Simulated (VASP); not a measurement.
# Ta (Im-3m) in VASP: notebook

Ta is run at these levels: r2SCAN; tasks: relaxation of cell and atoms.

All numbers are computed with VASP 6.6.1; they aren't measurements. Logs are shortened: lines on timing, memory, paths and dates and some standing lists are left out, and cuts for length are marked.

**1. The cell of the first run**

Symmetry: Im-3m, No. 229, cubic system. Conventional cell: a = 3.305 Å, b = 3.305 Å, c = 3.305 Å, α = 90.00°, β = 90.00°, γ = 90.00°. Within 3.8 Å of Ta (site symmetry m-3m) lie 14 Ta at 2.86 to 3.31 Å.

**2. Relaxation of cell and atoms, r2SCAN, target pressure 7 GPa, at which the enthalpy is minimised**

POSCAR reads:

```
Ta
1.0
   -1.6527469160      1.6527469160      1.6527469160
    1.6527469160     -1.6527469160      1.6527469160
    1.6527469160      1.6527469160     -1.6527469160
Ta
1
Direct
    0.0000000000      0.0000000000      0.0000000000
```

INCAR.step1 reads:

```
ALGO = Normal ; EDIFF = 1E-4
ENCUT = 600 ; GGA = PE
ISMEAR = -1 ; LASPH = True
LCHARG = False ; LREAL = False
LWAVE = True ; NELM = 60
PREC = Accurate ; SIGMA = 0.08
```

INCAR.step2 reads:

```
ALGO = Normal ; EDIFF = 1E-7
EDIFFG = -0.002 ; ENCUT = 600
IBRION = 2 ; ISIF = 3
ISMEAR = -1 ; ISTART = 1
LASPH = True ; LCHARG = False
LMIXTAU = True ; LREAL = False
LWAVE = False ; METAGGA = R2SCAN
NELM = 60 ; NSW = 100
PREC = Accurate ; PSTRESS = 70.0
SIGMA = 0.08
```

KPOINTS reads:

```
k-points
0
Gamma
  24 24 24
```

Potentials or basis: VASP PAW PBE potentials, release 64 (Ta_pv).

Run with:

```
$ cat potpaw_PBE.64/Ta_pv/POTCAR > POTCAR
$ cp INCAR.step1 INCAR
$ mpirun -np 1 vasp_std > vasp.out
$ cp INCAR.step2 INCAR
$ mpirun -np 1 vasp_std > vasp.out
```

OUTCAR:

```text
EDIFF = 1E-7
   EDIFFG = -0.002
   ENCUT = 600
   IBRION = 2
   ISIF = 3
   ISMEAR = -1
   ISTART = 1
   LASPH = True
   LREAL = False
   METAGGA = R2SCAN
   NELM = 60
   NSW = 100
   PREC = Accurate
   PSTRESS = 70.0

 ion  position               nearest neighbor table
   1  0.000  0.000  0.000-

  LATTYP: Found a body centered cubic cell.
 ALAT       =     3.3054938320

  Lattice vectors:

 A1 = (  -1.6527469160,   1.6527469160,   1.6527469160)
 A2 = (   1.6527469160,  -1.6527469160,   1.6527469160)
 A3 = (   1.6527469160,   1.6527469160,  -1.6527469160)

Analysis of symmetry for initial positions (statically):
=====================================================================
 Subroutine PRICEL returns:
 Original cell was already a primitive cell.

 Routine SETGRP: Setting up the symmetry group for a
 body centered cubic supercell.

 Subroutine GETGRP returns: Found 48 space group operations
 (whereof 48 operations were pure point group operations)
 out of a pool of 48 trial point group operations.

The static configuration has the point symmetry O_h .

Analysis of symmetry for dynamics (positions and initial velocities):
=====================================================================
 Subroutine PRICEL returns:
 Original cell was already a primitive cell.

 Routine SETGRP: Setting up the symmetry group for a
 body centered cubic supercell.

 Subroutine GETGRP returns: Found 48 space group operations
 (whereof 48 operations were pure point group operations)
 out of a pool of 48 trial point group operations.

The dynamic configuration has the point symmetry O_h .

 Subroutine INISYM returns: Found 48 space group operations
 (whereof 48 operations are pure point group operations),
 and found     1 'primitive' translations

----------------------------------------------------------------------------------------

                                     Primitive cell

  volume of cell :      18.0584

  direct lattice vectors                    reciprocal lattice vectors
    -1.652746916  1.652746916  1.652746916     0.000000000  0.302526657  0.302526657
     1.652746916 -1.652746916  1.652746916     0.302526657  0.000000000  0.302526657
     1.652746916  1.652746916 -1.652746916     0.302526657  0.302526657  0.000000000

  length of vectors
     2.862641631  2.862641631  2.862641631     0.427837302  0.427837302  0.427837302

  position of ions in fractional coordinates (direct lattice)
     0.000000000  0.000000000  0.000000000

  ion indices of the primitive-cell ions
   primitive index   ion index
                 1           1

----------------------------------------------------------------------------------------

 KPOINTS: k-points

Automatic generation of k-mesh.
 Grid dimensions read from file:
 generate k-points for:   24   24   24

 Generating k-lattice:

  Cartesian coordinates                     Fractional coordinates (reciprocal lattice)
     0.000000000  0.012605277  0.012605277     0.041666667  0.000000000  0.000000000
     0.012605277  0.000000000  0.012605277     0.000000000  0.041666667  0.000000000
     0.012605277  0.012605277  0.000000000     0.000000000  0.000000000  0.041666667

  Length of vectors
     0.017826554  0.017826554  0.017826554

  Shift w.r.t. Gamma in fractional coordinates (k-lattice)
     0.000000000  0.000000000  0.000000000

 Subroutine IBZKPT returns following result:
 ===========================================

 Found    413 irreducible k-points:

 Following reciprocal coordinates:
            Coordinates               Weight
  0.000000  0.000000  0.000000      1.000000
  0.041667  0.000000  0.000000     12.000000
  0.083333  0.000000  0.000000     12.000000
  0.125000  0.000000  0.000000     12.000000
  0.166667  0.000000  0.000000     12.000000
  0.208333  0.000000  0.000000     12.000000
[... 16 lines left out ...]
  0.416667  0.041667  0.000000     48.000000
  0.458333  0.041667  0.000000     48.000000
 [... further k-points ...]
   k-points           NKPTS =    413   k-points in BZ     NKDIM =    413   number of bands    NBANDS=      9
   number of dos      NEDOS =    301   number of ions     NIONS =      1
   total plane-waves  NPLWV =  13824
   dimension x,y,z NGX =    24 NGY =   24 NGZ =   24
   dimension x,y,z NGXF=    48 NGYF=   48 NGZF=   48
   ions per type =               1
   NGX,Y,Z   is equivalent  to a cutoff of  13.94, 13.94, 13.94 a.u.
   NGXF,Y,Z  is equivalent  to a cutoff of  27.88, 27.88, 27.88 a.u.
 SYSTEM =  unknown system
   PREC   = accura    normal or accurate (medium, high low for compatibility)
   ISTART =      1    job   : 0-new  1-cont  2-samecut
   ICHARG =      0    charge: 1-file 2-atom 10-const
   ISPIN  =      1    spin polarized calculation?
   LNONCOLLINEAR =      F non collinear calculations
   LSORBIT =      F    spin-orbit coupling
   LASPH  =      T    aspherical Exc in radial PAW
   ENCUT  =  600.0 eV  44.10 Ry    6.64 a.u.   5.72  5.72  5.72*2*pi/ulx,y,z
   NELM   =     60;   NELMIN=  2; NELMDL=  0     # of ELM steps
   EDIFF  = 0.1E-06   stopping-criterion for ELM
   LREAL  =      F    real-space projection
   EDIFFG = -.2E-02   stopping-criterion for IOM
   NSW    =    100    number of steps for IOM
   IBRION =      2    ionic relax: 0-MD 1-quasi-New 2-CG
   NFREE  =      1    steps in history (QN), initial steepest desc. (CG)
   ISIF   =      3    stress and relaxation
   ISYM   =      2    0-nonsym 1-usesym 2-fastsym
   POTIM  = 0.5000    time-step for ionic-motion
   TEBEG  =    0.0;   TEEND  =   0.0 temperature during run
   PSTRESS=   70.0 pullay stress
   NELECT =      11.0000    total number of electrons
   NUPDOWN=      -1.0000    fix difference up-down
   EMIN   =  10.00;   EMAX   =-10.00  energy-range for DOS
   EFERMI =   0.00;   METHOD = LEGACY
   ISMEAR =    -1;   SIGMA  =   0.08  broadening in eV -4-tet -1-fermi 0-gaus
   EFERMI_NEDOS =   21; number of points for ismear=-14 and -15
   IALGO  =     38    algorithm
   IMIX   =      4    mixing-type and parameters
     AMIX     =   0.40;   BMIX     =  1.00
     AMIX_MAG =   1.60;   BMIX_MAG =  1.00
  volume/ion in A,a.u.               =      18.06       121.86
  Fermi-wavevector in a.u.,A,eV,Ry     =   1.387755  2.622476 26.202958  1.925863
  Thomas-Fermi vector in A             =   2.511946
   LORBIT       =      0    0 simple, 1 ext, 2 COOP (PROOUT), +10 PAW based schemes
   METAGGA = R2SCAN    functional components
   LHFCALC =     F    Hartree Fock is set to
   AEXX    =    0.0000 exact exchange contribution
   IVDW    =     0    specifies the selected vdW correction
   LEPSILON=     F    determine dielectric tensor
   LRPA    =     F    only Hartree local field effects (RPA)
 conjugate gradient relaxation of ions
 non-spin polarized calculation
  energy-cutoff  :      600.00
  volume of cell :       18.06
 maximum number of plane-waves:       622
   NGX = 11   NGY = 11   NGZ = 11

--------------------------------------- Ionic step        1  -------------------------------------------

 number of electron      11.0000002 magnetization

 Free energy of the ion-electron system (eV)
  ---------------------------------------------------
  ext. energy  EPLUGINS =         0.00000000
  ---------------------------------------------------
  free energy    TOTEN  =       -48.59286900 eV

  energy without entropy =      -48.56604623  energy(sigma->0) =      -48.57945761

------------------------ aborting loop because EDIFF is reached ----------------------------------------

  FORCE on cell =-STRESS in cart. coord.  units (eV):
  Direction    XX          YY          ZZ          XY          YZ          ZX
  --------------------------------------------------------------------------------------
  -------------------------------------------------------------------------------------
  Total        0.0689707      0.0689707      0.0689707      0.0000000     -0.0000000      0.0000000
  in kB        6.1192178      6.1192178      6.1192178      0.0000000     -0.0000000      0.0000000
  external PRESSURE =     -63.8807822 kB  Pullay stress =      70.0000000 kB
[... 96 lines left out ...]
  enthalpy is  TOTEN    =       -47.8146604044 eV   P V=        0.7665825725

--------------------------------------- Ionic step        4  -------------------------------------------

 number of electron      11.0000002 magnetization

 Free energy of the ion-electron system (eV)
  ---------------------------------------------------
  ext. energy  EPLUGINS =         0.00000000
  ---------------------------------------------------
  free energy    TOTEN  =       -48.58067860 eV

  energy without entropy =      -48.55500068  energy(sigma->0) =      -48.56783964

 E-fermi :   5.5428     XC(G=0): -13.9285

 val. band max:        5.5423965328   @ k =   0.1250   0.0417   0.0417
 cond. band min:       5.5575605598   @ k =  -0.2083   0.2917   0.0833
 fundamental gap:      0.0151640270
 Fermi energy:         5.5427977294

 k-point     1 :       0.0000    0.0000    0.0000
  band No.  band energies     occupation
      1     -28.5634      2.00000
      2     -28.5634      2.00000
      3     -28.5634      2.00000
      4      -2.8875      2.00000
      5       6.3864      0.00005
      6       6.3864      0.00005
      7       6.3864      0.00005
      8       9.9709      0.00000
      9       9.9709      0.00000
[... 265 lines left out ...]
 k-point    24 :       0.4583    0.0417    0.0000
  band No.  band energies     occupation
      1     -29.8989      2.00000
      2     -28.9974      2.00000
      3     -28.5833      2.00000
      4       0.9207      2.00000
      5       3.9143      2.00000
      6       6.9844      0.00000
      7       9.8346      0.00000
      8      11.0060      0.00000
      9      13.9099      0.00000

 [... further k-points ...]

------------------------ aborting loop because EDIFF is reached ----------------------------------------

  FORCE on cell =-STRESS in cart. coord.  units (eV):
  Direction    XX          YY          ZZ          XY          YZ          ZX
  --------------------------------------------------------------------------------------
  -------------------------------------------------------------------------------------
  Total        0.7643559      0.7643559      0.7643559     -0.0000000     -0.0000000      0.0000000
  in kB       69.8489168     69.8489168     69.8489168     -0.0000000     -0.0000000      0.0000000
  external PRESSURE =      -0.1510832 kB  Pullay stress =      70.0000000 kB
[... 16 lines left out ...]
  FREE ENERGIE OF THE ION-ELECTRON SYSTEM (eV)
  ---------------------------------------------------
  free  energy   TOTEN  =       -48.5806785976 eV

  energy  without entropy=      -48.5550006847  energy(sigma->0) =      -48.56783964

  enthalpy is  TOTEN    =       -47.8146694443 eV   P V=        0.7660091533

 reached required accuracy - stopping structural energy minimisation
```

Wall time 11 min (1 thread of Intel Xeon Platinum 8259CL at 2.50GHz (Skylake/Cascade Lake), shared host); peak memory 0.24 GiB.

What came out:

```yaml
Free_energy: -48.5807 eV
Relaxed_volume: 17.53 Å³/atom
Relaxed_cell: a = 2.835 Å, b = 2.835 Å, c = 2.835 Å, α = 109.47°, β = 109.47°, γ = 109.47°
Space_group_after_relaxing_to_0.1_Å: Im-3m (No. 229)
Energy_change_on_relaxing_the_run_minimises_the_enthalpy: +12.2 meV/atom
Ionic_steps: 4
Pressure_after_relaxing: 7.0 GPa
Band_gap_on_the_k_mesh: zero (an odd number of electrons rules out a gap without spin polarisation)
```

The path:
| step | energy change (eV) | largest force (eV/Å) | pressure (GPa) | volume (Å³) |
| --- | --- | --- | --- | --- |
| 1 | 0.0000 | 0.0000 | 0.61 | 18.06 |
| 2 | 0.1445 | 0.0000 | 27.02 | 16.24 |
| 3 | 0.0116 | 0.0000 | 6.82 | 17.55 |
| 4 | 0.0122 | 0.0000 | 6.98 | 17.53 |

Final structure:
```
Ta
1.0
    -1.63655    1.63655    1.63655
     1.63655   -1.63655    1.63655
     1.63655    1.63655   -1.63655
Ta
1
Direct
  0.00000 0.00000 0.00000
```

Levels at points of the mesh, in eV from the Fermi level:
```
           k point  band 2  band 3  band 4  band 5  band 6  band 7  band 8  band 9
(0.00, 0.00, 0.00)  -34.11  -34.11   -8.43    0.84    0.84    0.84    4.43    4.43
(0.50, 0.00, 0.00)  -34.54  -34.12   -4.68   -1.65    1.61    4.32    5.42    8.36
(0.50, 0.50, 0.50)  -35.04  -35.04   -4.12   -4.12    7.34    7.34    7.34    9.28
```

Caveat: the cell is relaxed towards a set pressure, so the run minimises the enthalpy, not the energy; the PAW data sets were made with another functional, which shifts forces and pressure a little; spin-orbit coupling is left out, which moves the levels of the heavy elements.

**3. Relaxation of cell and atoms, r2SCAN, target pressure 10 GPa, at which the enthalpy is minimised**

POSCAR is that of step 2.

INCAR.step1 reads:

```
ALGO = Normal
EDIFF = 1E-4
ENCUT = 600
GGA = PE
ISMEAR = -1
LASPH = True
LCHARG = False
LREAL = False
LWAVE = True
NELM = 100
PREC = Accurate
SIGMA = 0.08
```

INCAR.step2 reads:

```
ALGO = Normal
EDIFF = 1E-7
EDIFFG = -0.002
ENCUT = 600
IBRION = 2
ISIF = 3
ISMEAR = -1
ISTART = 1
LASPH = True
LCHARG = False
LMIXTAU = True
LREAL = False
LWAVE = False
METAGGA = R2SCAN
NELM = 100
NSW = 100
PREC = Accurate
PSTRESS = 100.0
SIGMA = 0.08
```

KPOINTS is that of step 2.

Potentials or basis: VASP PAW PBE potentials, release 64 (Ta_pv).

Run with:

```
$ cat potpaw_PBE.64/Ta_pv/POTCAR > POTCAR
$ cp INCAR.step1 INCAR
$ mpirun -np 1 vasp_std > vasp.out
$ cp INCAR.step2 INCAR
$ mpirun -np 1 vasp_std > vasp.out
```

OUTCAR:

```text
EDIFF = 1E-7
   EDIFFG = -0.002
   ENCUT = 600
   IBRION = 2
   ISIF = 3
   ISMEAR = -1
   ISTART = 1
   LASPH = True
   LREAL = False
   METAGGA = R2SCAN
   NELM = 100
   NSW = 100
   PREC = Accurate
   PSTRESS = 100.0

 ion  position               nearest neighbor table
   1  0.000  0.000  0.000-

  LATTYP: Found a body centered cubic cell.
 ALAT       =     3.3054938320

  Lattice vectors:

 A1 = (  -1.6527469160,   1.6527469160,   1.6527469160)
 A2 = (   1.6527469160,  -1.6527469160,   1.6527469160)
 A3 = (   1.6527469160,   1.6527469160,  -1.6527469160)

Analysis of symmetry for initial positions (statically):
=====================================================================
 Subroutine PRICEL returns:
[... 404 lines left out ...]
 cond. band min:       5.6534634295   @ k =  -0.2083   0.2917   0.0833
 fundamental gap:      0.0045093130
 Fermi energy:         5.6494792042

 k-point     1 :       0.0000    0.0000    0.0000
  band No.  band energies     occupation
      1     -28.4008      2.00000
      2     -28.4008      2.00000
      3     -28.4008      2.00000
      4      -2.8286      2.00000
      5       6.4930      0.00005
      6       6.4930      0.00005
      7       6.4930      0.00005
      8      10.1244      0.00000
      9      10.1244      0.00000
[... 265 lines left out ...]
 k-point    24 :       0.4583    0.0417    0.0000
  band No.  band energies     occupation
      1     -29.7934      2.00000
      2     -28.8523      2.00000
      3     -28.4222      2.00000
      4       0.9672      2.00000
      5       3.9803      2.00000
      6       7.1561      0.00000
      7       9.9976      0.00000
      8      11.1870      0.00000
      9      14.1502      0.00000

 [... further k-points ...]

------------------------ aborting loop because EDIFF is reached ----------------------------------------

  FORCE on cell =-STRESS in cart. coord.  units (eV):
  Direction    XX          YY          ZZ          XY          YZ          ZX
  --------------------------------------------------------------------------------------
  -------------------------------------------------------------------------------------
  Total        1.0817782      1.0817782      1.0817782     -0.0000000      0.0000000      0.0000000
  in kB      100.1498446    100.1498446    100.1498446     -0.0000000      0.0000000      0.0000000
  external PRESSURE =       0.1498446 kB  Pullay stress =     100.0000000 kB
[... 20 lines left out ...]
  energy  without entropy=      -48.5435307282  energy(sigma->0) =      -48.55611326

  enthalpy is  TOTEN    =       -47.4885361276 eV   P V=        1.0801596721

 reached required accuracy - stopping structural energy minimisation
```

OUTCAR.step1:

```text
EDIFF = 1E-4
   ENCUT = 600
   GGA = PE
   ISMEAR = -1
   LASPH = True
[... 502 lines left out ...]

 POSITION                                       TOTAL-FORCE (eV/Angst)
 -----------------------------------------------------------------------------------
      0.00000      0.00000      0.00000        -0.000000     -0.000000     -0.000000
 -----------------------------------------------------------------------------------
    total drift:                                0.000000      0.000000     -0.000000

  FREE ENERGIE OF THE ION-ELECTRON SYSTEM (eV)
  ---------------------------------------------------
  free  energy   TOTEN  =       -11.8247162816 eV

  energy  without entropy=      -11.7967583338  energy(sigma->0) =      -11.81073731
```

Run time: 15 min. Hardware: 1 thread of Intel Xeon Platinum 8259CL at 2.50GHz (Skylake/Cascade Lake), shared host; peak memory 0.25 GiB.

What came out:

```yaml
Free_energy: -48.5687 eV
Relaxed_volume: 17.31 Å³/atom
Relaxed_cell: a = 2.822 Å, b = 2.822 Å, c = 2.822 Å, α = 109.47°, β = 109.47°, γ = 109.47°
Space_group_after_relaxing_to_0.1_Å: Im-3m (No. 229)
Energy_change_on_relaxing_the_run_minimises_the_enthalpy: +24.2 meV/atom
Ionic_steps: 7
Pressure_after_relaxing: 10.0 GPa
Band_gap_on_the_k_mesh: zero (an odd number of electrons rules out a gap without spin polarisation)
```

The path:
```
step  energy change (eV)  largest force (eV/Å)  pressure (GPa)  volume (Å³)
   1              0.0000                0.0000            0.61        18.06
   2              0.3215                0.0000           43.68        15.43
   3              0.0221                0.0000            9.55        17.34
   4              0.0239                0.0000            9.95        17.31
   5              0.0248                0.0000           10.15        17.30
   6              0.0226                0.0000            9.67        17.33
   7              0.0242                0.0000           10.01        17.31
```

Final structure:
```
CELL_PARAMETERS angstrom
-1.62947 1.62947 1.62947
1.62947 -1.62947 1.62947
1.62947 1.62947 -1.62947
ATOMIC_POSITIONS crystal
Ta 0.00000 0.00000 0.00000
```

Caveat: the cell is relaxed towards a set pressure, so the run minimises the enthalpy, not the energy; the PAW data sets were made with another functional, which shifts forces and pressure a little; spin-orbit coupling is left out, which moves the levels of the heavy elements.
